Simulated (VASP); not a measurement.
Wanted: the native input for a VASP 6.6.1 run.

| Quantity | Value |
| --- | --- |
| Task | single point |
| Functional | PBEsol |
| Potentials or basis | VASP PAW PBE potentials, release 64 (As) |
| Cutoff | 520 eV |
| k mesh | 18 × 18 × 18 |
| Occupations | gaussian, width 0.15 eV |
| Spin | no spin polarisation |
| Dipole correction | no |
| Further INCAR settings | ALGO = Normal; EDIFF = 1e-06; NBANDS = 12 |

The structure of As lies in POSCAR:

```
As
1.0
    2.0248987199      1.1690758210      3.0039455238
   -2.0248987199      1.1690758210      3.0039455238
    0.0000000000     -2.3381516420      3.0039455238
As
2
Direct
    0.2275400000      0.2275400000      0.2275400000
    0.7724600000      0.7724600000      0.7724600000
```

This cell differs from its parent crystal: ratio of the length along z to the lengths across it x 0.8, volume and fractional coordinates fixed.

These files were run (other wordings do the same):

INCAR

```
SYSTEM = As
ALGO = Normal
EDIFF = 1E-6
ENCUT = 520
GGA = PS
ISIF = 2
ISMEAR = 0
LASPH = .TRUE.
LCHARG = .FALSE.
LREAL = .FALSE.
LWAVE = .FALSE.
NBANDS = 12
NELM = 60
PREC = Accurate
SIGMA = 0.15
```

KPOINTS

```
k-points
0
G
  18 18 18
  0 0 0
```

Potentials or basis: VASP PAW PBE potentials, release 64 (As).

The run is started by

```bash
$ cat potpaw_PBE.64/As/POTCAR > POTCAR
$ mpirun -np 1 vasp_std > vasp.out
```

It gave:

| Item | Value |
| --- | --- |
| Pressure | -3.1 GPa |
| Largest force | 0.444 eV/Å |
| Band gap on the k mesh | zero (band 5 reaches 5.08 eV, above the bottom of band 6 at 4.45 eV) |

Caveat: the PAW data sets were made with another functional, which shifts forces and pressure a little.

Wall time 2 min on 1 thread of Intel(R) Xeon(R) Platinum 8259CL CPU @ 2.50GHz (Skylake/Cascade Lake), on a shared host, peak memory 0.36 GiB.
